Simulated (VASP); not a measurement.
Here is a VASP 6.6.1 calculation.

The input INCAR:

```
SYSTEM = Si8NO14
PREC = Accurate
ENCUT = 520
EDIFF = 1E-6
ISMEAR = -1
SIGMA = 0.02
LREAL = .False.
LASPH = .True.
NELM = 200
ALGO = Normal
ISIF = 2
LWAVE = .False.
LCHARG = .False.
ISPIN = 2
MAGMOM = 0 0 0 0 0 0 0 0 0 0 0 0.07 0 0 0 0 0.09 0 0 0.1 0 0 0.28
LORBIT = 11
GGA = PS
NBANDS = 82
NELECT = 119.0
GGA_COMPAT = .False.
```

The input KPOINTS:

```
regular mesh
0
Gamma
  2 2 2
  0 0 0
```

Contents of POSCAR:

```
Si8NO14
1.0
   -5.6578710000     -5.2657200000      0.0000000000
    4.5381290000     -5.2657200000      0.0000000000
    2.0996240000      2.2758520000      6.2331600000
Si O N
8 14 1
Direct
    0.7174313932      0.5772382639      0.2246881197
    0.9787723327      0.3456659082      0.6053284369
    0.9620614013      0.4225776125      0.0422564157
    0.2841744171      0.4532455936      0.4481017654
    0.2066133191      0.0929441374      0.2414637198
    0.4491294050      0.8366794038      0.5943436395
    0.3940333605      0.8241267688     -0.0042001168
    0.8057420673      0.9413180661      0.5157899043
    0.8202993650      0.7863054065      0.3493557040
    0.9559816764      0.1069713440      0.5985015626
    0.7576301629      0.5143113104      0.0225219632
    0.1276491618      0.5526289419      0.2303717537
   -0.0050188911      0.1977076738      0.1231662592
    0.7833133157      0.4164174811      0.4013777923
    0.1765982172      0.3978890516      0.5953594966
    0.9786933741      0.4381709941      0.8210538475
    0.3668997218      0.2575439531      0.3731866341
    0.4554089943      0.6056611158      0.5757883642
    0.4844027959      0.6348885162      0.1245835178
    0.2472533560      0.9270625613      0.4159254696
    0.6411944819      0.9265518853      0.5885995226
    0.4587183973      0.9010052586      0.8292134327
    0.2388327074     -0.0469673011      0.0498228828
```

Potentials or basis: VASP PAW PBE potentials, release 64 (Si, O, N).

Run with:

```sh
$ cat potpaw_PBE.64/Si/POTCAR potpaw_PBE.64/O/POTCAR potpaw_PBE.64/N/POTCAR > POTCAR
$ mpirun -np 1 vasp_std > vasp.out
```

Task: Estimate the largest force.

Result: 0.136 eV/Å.

Task: Estimate the net moment.

Result: 1.00 μB per cell.

Task: Predict the site moments.

Result: Si +0.00, -0.00, -0.01 (each value once); O -0.00, +0.01, +0.00, +0.02, +0.11, +0.03 (each value once); N +0.52 μB.

Forces in eV/Å, atoms in the order of the input:
```
Si   0.046  0.008 -0.014
Si  -0.031  0.043  0.028
Si   0.030 -0.014 -0.078
Si  -0.017 -0.049  0.073
Si  -0.100  0.067 -0.063
Si   0.013 -0.068  0.048
Si   0.114  0.025  0.015
Si   0.024 -0.003  0.034
O   -0.059  0.042 -0.061
O    0.027 -0.096  0.028
O   -0.006  0.007 -0.062
O    0.040 -0.042  0.007
O    0.041  0.028 -0.010
O   -0.017  0.017  0.023
O   -0.014 -0.030 -0.005
O    0.001  0.006  0.003
O   -0.058 -0.034  0.015
O   -0.043  0.018  0.012
O   -0.043  0.052  0.030
O    0.019  0.025 -0.002
O    0.028  0.042  0.003
O   -0.010 -0.036 -0.033
N    0.016 -0.009  0.008
```

Caveat: the k points lie up to 0.50 Å⁻¹ apart; the cell carries a net charge on a neutralising background, which shifts energy and pressure; the PAW data sets were made with another functional, which shifts forces and pressure a little.
